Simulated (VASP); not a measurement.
# GaN (I-4m2) in VASP: single point with PBE

Aim: the single point of GaN with PBE.

Everything below comes from runs of VASP 6.6.1. Logs are shortened: lines on timing, memory, paths and dates and some standing lists are left out, and cuts for length are marked.

## (1) The cell of the first run

It takes space group I-4m2 (No. 119, tetragonal). Conventional cell: a = 3.187 Å, b = 3.187 Å, c = 4.282 Å, α = 90.00°, β = 90.00°, γ = 90.00°. Ga (site symmetry -4m2) has 4 N at 1.92 Å within 2.5 Å. Within 2.5 Å of N (site symmetry -4m2) lie 4 Ga at 1.92 Å.

## (2) Single point, PBE

The input, INCAR:

```
SYSTEM = GaN
ALGO = Normal
EDIFF = 1E-7
ENCUT = 520
GGA = PE
ISIF = 2
ISMEAR = -1
LASPH = .TRUE.
LCHARG = .TRUE.
LELF = .TRUE.
LREAL = .FALSE.
LVHAR = .TRUE.
LWAVE = .FALSE.
NBANDS = 16
NELM = 60
PREC = Accurate
SIGMA = 0.05
```

The input, KPOINTS:

```
k-points
0
G
  8 8 8
  0 0 0
```

The input, POSCAR:

```
GaN
1.0
    0.0000000000      2.2535006100      2.1408255795
    2.2535006100      0.0000000000      2.1408255795
    2.2535006100      2.2535006100      0.0000000000
Ga N
1 1
Direct
    0.0000000000      0.0000000000      0.0000000000
    0.7500000000      0.7500000000      0.7500000000
```

Potentials or basis: VASP PAW PBE potentials, release 64 (Ga_d, N).

Run with:

```
$ cat potpaw_PBE.64/Ga_d/POTCAR potpaw_PBE.64/N/POTCAR > POTCAR
$ mpirun -np 1 vasp_std > vasp.out
```

OUTCAR:

```text
SYSTEM = GaN
   EDIFF = 1E-7
   ENCUT = 520
   GGA = PE
   ISIF = 2
   ISMEAR = -1
   LASPH = .TRUE.
   LREAL = .FALSE.
   NELM = 60
   PREC = Accurate

 ion  position               nearest neighbor table
   1  0.000  0.000  0.000-   2 1.92   2 1.92   2 1.92   2 1.92
   2  0.750  0.750  0.750-   1 1.92   1 1.92   1 1.92   1 1.92

  LATTYP: Found a body centered tetragonal cell.
 ALAT       =     3.1869311255
 C/A-ratio  =     1.3435028843

  Lattice vectors:

 A1 = (   0.0000000000,  -2.2535006100,  -2.1408255795)
 A2 = (   0.0000000000,   2.2535006100,  -2.1408255795)
 A3 = (   2.2535006100,   0.0000000000,   2.1408255795)

Analysis of symmetry for initial positions (statically):
=====================================================================
 Subroutine PRICEL returns:
 Original cell was already a primitive cell.

 Routine SETGRP: Setting up the symmetry group for a
 body centered tetragonal supercell.

 Subroutine GETGRP returns: Found  8 space group operations
 (whereof  8 operations were pure point group operations)
 out of a pool of 16 trial point group operations.

The static configuration has the point symmetry D_2d.

Analysis of symmetry for dynamics (positions and initial velocities):
=====================================================================
 Subroutine PRICEL returns:
 Original cell was already a primitive cell.

 Routine SETGRP: Setting up the symmetry group for a
 body centered tetragonal supercell.

 Subroutine GETGRP returns: Found  8 space group operations
 (whereof  8 operations were pure point group operations)
 out of a pool of 16 trial point group operations.

The dynamic configuration has the point symmetry D_2d.

 Subroutine INISYM returns: Found  8 space group operations
 (whereof  8 operations are pure point group operations),
 and found     1 'primitive' translations

----------------------------------------------------------------------------------------

                                     Primitive cell

  volume of cell :      21.7434

  direct lattice vectors                    reciprocal lattice vectors
     0.000000000  2.253500610  2.140825579    -0.221877020  0.221877020  0.233554758
     2.253500610  0.000000000  2.140825579     0.221877020 -0.221877020  0.233554758
     2.253500610  2.253500610  0.000000000     0.221877020  0.221877020 -0.233554758

  length of vectors
     3.108279132  3.108279132  3.186931125     0.391160643  0.391160643  0.391160643

  position of ions in fractional coordinates (direct lattice)
     0.000000000  0.000000000  0.000000000
     0.750000000  0.750000000  0.750000000

[... 71 lines left out ...]
   LNONCOLLINEAR =      F non collinear calculations
   LSORBIT =      F    spin-orbit coupling
   LASPH  =      T    aspherical Exc in radial PAW
   ENCUT  =  520.0 eV  38.22 Ry    6.18 a.u.   5.78  5.78  5.93*2*pi/ulx,y,z
   NELM   =     60;   NELMIN=  2; NELMDL= -5     # of ELM steps
   EDIFF  = 0.1E-06   stopping-criterion for ELM
   LREAL  =      F    real-space projection
   EDIFFG = 0.1E-05   stopping-criterion for IOM
   NSW    =      0    number of steps for IOM
   IBRION =     -1    ionic relax: 0-MD 1-quasi-New 2-CG
   NFREE  =      0    steps in history (QN), initial steepest desc. (CG)
   ISIF   =      2    stress and relaxation
   ISYM   =      2    0-nonsym 1-usesym 2-fastsym
   POTIM  = 0.5000    time-step for ionic-motion
   TEBEG  =    0.0;   TEEND  =   0.0 temperature during run
   PSTRESS=    0.0 pullay stress
   NELECT =      18.0000    total number of electrons
   NUPDOWN=      -1.0000    fix difference up-down
   EMIN   =  10.00;   EMAX   =-10.00  energy-range for DOS
   EFERMI =   0.00;   METHOD = LEGACY
   ISMEAR =    -1;   SIGMA  =   0.05  broadening in eV -4-tet -1-fermi 0-gaus
   EFERMI_NEDOS =   21; number of points for ismear=-14 and -15
   IALGO  =     38    algorithm
   IMIX   =      4    mixing-type and parameters
     AMIX     =   0.40;   BMIX     =  1.00
     AMIX_MAG =   1.60;   BMIX_MAG =  1.00
  volume/ion in A,a.u.               =      10.87        73.37
  Fermi-wavevector in a.u.,A,eV,Ry     =   1.537175  2.904840 32.149322  2.362909
  Thomas-Fermi vector in A             =   2.643721
   LORBIT       =      0    0 simple, 1 ext, 2 COOP (PROOUT), +10 PAW based schemes
   GGA     = PE    functional components
   LHFCALC =     F    Hartree Fock is set to
   AEXX    =    0.0000 exact exchange contribution
   IVDW    =     0    specifies the selected vdW correction
   LEPSILON=     F    determine dielectric tensor
   LRPA    =     F    only Hartree local field effects (RPA)
 non-spin polarized calculation
  energy-cutoff  :      520.00
  volume of cell :       21.74
 maximum number of plane-waves:       598
   NGX = 11   NGY = 11   NGZ = 11

 number of electron      18.0000009 magnetization

 Free energy of the ion-electron system (eV)
  ---------------------------------------------------
  ext. energy  EPLUGINS =         0.00000000
  ---------------------------------------------------
  free energy    TOTEN  =       -12.05590173 eV

  energy without entropy =      -12.05590173  energy(sigma->0) =      -12.05590173

 E-fermi :   6.9099     XC(G=0): -11.9469

 val. band max:        6.0023732398   @ k =   0.0000   0.0000   0.0000
 cond. band min:       7.9063369359   @ k =   0.0000   0.0000   0.0000
 fundamental gap:      1.9039636960
 Fermi energy:         6.9099315281

 k-point     1 :       0.0000    0.0000    0.0000
  band No.  band energies     occupation
      1     -10.5254      2.00000
      2      -7.6612      2.00000
      3      -7.6612      2.00000
      4      -7.6045      2.00000
      5      -7.2740      2.00000
      6      -7.2671      2.00000
[... 433 lines left out ...]
      3      -7.4957      2.00000
      4      -7.3116      2.00000
      5      -7.2295      2.00000
      6      -6.7546      2.00000
[... 8 lines left out ...]
     15      24.3669      0.00000
     16      26.2509      0.00000

 [... further k-points ...]
[... 5 lines left out ...]
  --------------------------------------------------------------------------------------
  -------------------------------------------------------------------------------------
  Total        1.9181473      1.9181473      2.6129545      0.0000000      0.0000000      0.0000000
  in kB      141.3402659    141.3402659    192.5377075      0.0000000      0.0000000      0.0000000
  external PRESSURE =     158.4060798 kB  Pullay stress =       0.0000000 kB

 VOLUME and BASIS-vectors are now :
 -----------------------------------------------------------------------------
  energy-cutoff  :      520.00
  volume of cell :       21.74
      direct lattice vectors                 reciprocal lattice vectors
     0.000000000  2.253500610  2.140825579    -0.221877020  0.221877020  0.233554758
     2.253500610  0.000000000  2.140825579     0.221877020 -0.221877020  0.233554758
     2.253500610  2.253500610  0.000000000     0.221877020  0.221877020 -0.233554758

 POSITION                                       TOTAL-FORCE (eV/Angst)
 -----------------------------------------------------------------------------------
      0.00000      0.00000      0.00000         0.000000      0.000000      0.000000
      3.38025      3.38025      3.21124        -0.000000     -0.000000      0.000000
 -----------------------------------------------------------------------------------
    total drift:                               -0.000001     -0.000001      0.000001

  FREE ENERGIE OF THE ION-ELECTRON SYSTEM (eV)
  ---------------------------------------------------
  free  energy   TOTEN  =       -12.0559017290 eV

  energy  without entropy=      -12.0559017289  energy(sigma->0) =      -12.05590173
```

stdout:

```text
POSCAR found type information on POSCAR GaN
 POSCAR found :  2 types and       2 ions
 scaLAPACK will be used
 LDA part: xc-table for (Slater+PW92), standard interpolation
 POSCAR, INCAR and KPOINTS ok, starting setup
 FFT: planning ... GRIDC
 FFT: planning ... GRID_SOFT
 FFT: planning ... GRID
 WAVECAR not read
 entering main loop
```

It took 14 s on 1 thread of Intel Xeon Platinum 8488C (Sapphire Rapids), shared host; peak memory 0.14 GiB.

Results:

```yaml
Free_energy: -12.0559 eV
Pressure: 15.8 GPa
Band_gap_on_the_k_mesh: 1.90 eV, direct
```

Stress tensor (GPa, compression positive):
```
14.13  0.00  0.00
 0.00 14.13  0.00
 0.00  0.00 19.25
```

Levels at points of the mesh, in eV from the valence-band top:
```tsv
k point	band 6	band 7	band 8	band 9	band 10	band 11	band 12	band 13
(0.00, 0.00, 0.00)	-13.27	-0.22	-0.22	0.00	1.90	10.41	10.55	10.55
(0.50, 0.00, 0.00)	-12.02	-7.52	-1.37	-0.99	4.78	8.85	10.10	10.99
(0.50, 0.50, 0.00)	-11.41	-6.09	-3.29	-3.29	3.01	6.23	12.46	14.17
(0.50, 0.00, 0.50)	-11.71	-6.67	-2.90	-2.87	3.35	7.12	11.67	13.84
```

Expect the measured gap to be larger: semilocal functionals such as PBE lack the derivative discontinuity.
